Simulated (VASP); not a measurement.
C, 2 atoms in the cell. The structure is cubic, space group Fd-3m (No. 227). The conventional cell has a = 3.560 Å, b = 3.560 Å, c = 3.560 Å, α = 90.00°, β = 90.00°, γ = 90.00°. C (site symmetry -43m) has 4 C at 1.54 Å within 2.1 Å. 

- Program: VASP 6.6.1
- Task: relaxation of cell and atoms
- Functional: r2SCAN
- Potentials or basis: VASP PAW PBE potentials, release 64 (C)
- Cutoff: 600 eV
- k mesh: 12 × 12 × 12
- Occupations: gaussian, width 0.01 eV
- Spin: no spin polarisation
- Target pressure: 7 GPa
- Dipole correction: no
- Further INCAR settings: ALGO = Normal; EDIFF = 1e-06; IBRION = 2; EDIFFG = -0.002; NSW = 100; ISIF = 3

Potentials or basis: VASP PAW PBE potentials, release 64 (C).

Command:

```console
$ cat potpaw_PBE.64/C/POTCAR > POTCAR
$ cp INCAR.step1 INCAR
$ mpirun -np 1 vasp_std > vasp.out
$ cp INCAR.step2 INCAR
$ mpirun -np 1 vasp_std > vasp.out
```

Hardware: 1 thread of Intel(R) Xeon(R) 6975P-C (Granite Rapids), on a shared host.

**Question.** How long does it take, and how much memory?

**Answer.** Wall time 30 s on 1 thread of Intel(R) Xeon(R) 6975P-C (Granite Rapids), on a shared host, peak memory 0.12 GiB. Counts: k points 72, ion steps 3.
